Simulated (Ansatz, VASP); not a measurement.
## One calculation of HfN, two programs

```
CELL_PARAMETERS angstrom
0.00000 2.25900 2.25900
2.25900 0.00000 2.25900
2.25900 2.25900 0.00000
ATOMIC_POSITIONS crystal
Hf 0.00000 0.00000 0.00000
N 0.53130 0.50000 0.50000
```

Change from the starting cell: all N atoms moved -0.100 Å, as atom 2 towards its neighbour atom 2 (N) at 3.195 Å.

Alike in both runs: task single point; functional PBE; k mesh 18 × 18 × 18; occupations gaussian, width 0.15 eV; no spin polarisation.

```csv
,VASP,Ansatz
version,VASP 6.6.1,Ansatz 0.2.0
potentials or method,"VASP PAW PBE potentials, release 64 (Hf_pv, N), cutoff 520 eV","scalar-relativistic, plane waves, PAW"
valence electrons in the cell,15,31
```

```csv
,VASP,Ansatz,Ansatz less VASP
gap on the k mesh at the Fermi level (eV),none,none,-
pressure (GPa),4.4,6.7,+2.36
"traceless stress, the component that is largest in VASP (GPa)",-1.25,-1.26,-0.005
rms of the force components (eV/Å),0.677,0.678,+0.0007
```

Atom by atom the forces differ by 0.001 eV/Å (rms over components). A gap of «none» marks a metal or a gap that the smearing closes. With one functional, cell and mesh, what is left measures potentials, basis and numerics. VASP's potentials hold 15 valence electrons a cell and Ansatz's 31, so a difference there can come from the potentials and not from the codes.

Neither program's run includes spin-orbit coupling.
